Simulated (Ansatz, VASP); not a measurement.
One calculation of Ca, two programs

Contents of INCAR:

```
SYSTEM = Ca
  PREC = Accurate
  ENCUT = 520
  EDIFF = 1E-6
  ISMEAR = 0
  SIGMA = 0.1
  LREAL = .False.
  LASPH = .True.
  NELM = 80
  ALGO = Fast
  ISIF = 2
  LWAVE = .False.
  LCHARG = .False.
  GGA = PE
  NBANDS = 50
```

KPOINTS

```
regular mesh
0
Gamma
  4 4 4
  0 0 0
```

Contents of POSCAR:

```
Ca
1.0
    7.0578195955      0.0000000000      0.0000000000
    0.0000000000      7.0578195955      0.0000000000
    0.0000000000      0.0000000000      7.0578195955
Ca
8
Direct
    0.5000000000      0.5000000000      0.5000000000
    0.0000000000      0.0000000000      0.0000000000
    0.2500000000      0.0000000000      0.5000000000
    0.5000000000      0.2500000000      0.0000000000
    0.5000000000      0.7500000000      0.0000000000
    0.7500000000      0.0000000000      0.5000000000
    0.0000000000      0.5000000000      0.7500000000
    0.0000000000      0.5000000000      0.2500000000
```

Input for Ansatz:

```yaml
crystal:
  lattice:
    - [7.0578195955, 0.0, 0.0]
    - [0.0, 7.0578195955, 0.0]
    - [0.0, 0.0, 7.0578195955]
  atoms:
    - { symbol: Ca, position: [0.5, 0.5, 0.5] }
    - { symbol: Ca, position: [0.0, 0.0, 0.0] }
    - { symbol: Ca, position: [0.25, 0.0, 0.5] }
    - { symbol: Ca, position: [0.5, 0.25, 0.0] }
    - { symbol: Ca, position: [0.5, 0.75, 0.0] }
    - { symbol: Ca, position: [0.75, 0.0, 0.5] }
    - { symbol: Ca, position: [0.0, 0.5, 0.75] }
    - { symbol: Ca, position: [0.0, 0.5, 0.25] }
basis:
  ecutwfc: 420
kpoints:
  mp_grid: { grid: [4, 4, 4] }
hamiltonian:
  xc: pbe
scf:
  occupations: { method: gaussian, width: 0.1 }
  lower_state_search: "off"
output:
  forces: true
  stress: true
  eigenvalues: true
```

Alike in both runs: task single point; functional PBE; k mesh 4 × 4 × 4; occupations gaussian, width 0.1 eV; no spin polarisation.

|  | VASP | Ansatz |
| --- | --- | --- |
| version | VASP 6.6.1 | Ansatz 0.2.0 |
| potentials or method | VASP PAW PBE potentials, release 64 (Ca_sv), cutoff 520 eV | scalar-relativistic, plane waves, PAW |
| valence electrons in the cell | 80 | 80 |

|  | VASP | Ansatz | Ansatz less VASP |
| --- | --- | --- | --- |
| gap on the k mesh at the Fermi level (eV) | none | none | - |
| pressure (GPa) | -0.6 | -0.6 | -0.01 |

A gap of «none» marks a metal or a gap that the smearing closes. The functional is the same, so the differences come from potentials, cutoffs and numerics.
